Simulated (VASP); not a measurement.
# Be5ZnSe6: single point with PBE

Be5ZnSe6:

```xyz
12
Lattice="3.7237 0.0000 0.0000 -1.8618 3.2248 0.0000 0.0000 0.0000 18.3309" Properties=species:S:1:pos:R:3 pbc="T T T"
Be    0.0000    2.1499    0.0818
Be    1.8618    1.0749   15.4459
Be    0.0000    2.1499    8.9967
Be    1.8618    1.0749    6.0235
Be    0.0000    0.0000    3.0527
Zn    0.0000    0.0000   12.1754
Se    0.0000    2.1499   16.1718
Se    1.8618    1.0749   13.2171
Se    0.0000    0.0000    9.7208
Se    0.0000    2.1499    6.7549
Se    1.8618    1.0749    3.7837
Se    0.0000    0.0000    0.8129
```

| Item | Value |
| --- | --- |
| Program | VASP 6.6.1 |
| Task | single point |
| Functional | PBE |
| Potentials or basis | VASP PAW PBE potentials, release 64 (Be, Zn, Se) |
| Cutoff | 520 eV |
| k mesh | 12 × 12 × 2 |
| Occupations | gaussian, width 0.02 eV |
| Spin | no spin polarisation |
| Dipole correction | no |
| Further INCAR settings | ALGO = Normal; EDIFF = 1e-06; NBANDS = 41 |

* Pressure: 0.2 GPa
* Largest force: 0.020 eV/Å
* Band gap on the k mesh: 2.11 eV (least direct gap 2.81 eV)

Forces on the atoms (eV/Å):
```
Be   0.000  0.000  0.000
Be   0.000  0.000  0.000
Be   0.000  0.000  0.004
Be   0.000  0.000  0.000
Be   0.000  0.000  0.000
Zn   0.000  0.000 -0.005
Se   0.000  0.000 -0.001
Se   0.000  0.000  0.020
Se   0.000  0.000 -0.016
Se   0.000  0.000 -0.003
Se   0.000  0.000  0.000
Se   0.000  0.000  0.000
```

Levels at points of the mesh, in eV from the valence-band top:
| k point | band 27 | band 28 | band 29 | band 30 | band 31 | band 32 |
| --- | --- | --- | --- | --- | --- | --- |
| (0.00, 0.00, 0.00) | -0.60 | 0.00 | 0.00 | 2.81 | 3.39 | 3.48 |
| (0.50, 0.00, 0.00) | -1.85 | -1.57 | -1.16 | 2.11 | 2.83 | 2.99 |
| (0.00, 0.00, 0.50) | -0.78 | 0.00 | 0.00 | 3.03 | 3.39 | 3.46 |
| (0.50, 0.00, 0.50) | -1.91 | -1.77 | -1.17 | 2.33 | 2.46 | 3.29 |

Wall time 5 min on 1 thread of Intel(R) Xeon(R) Platinum 8488C (Sapphire Rapids), on a shared host, peak memory 0.49 GiB.

A k mesh can miss the band edges.
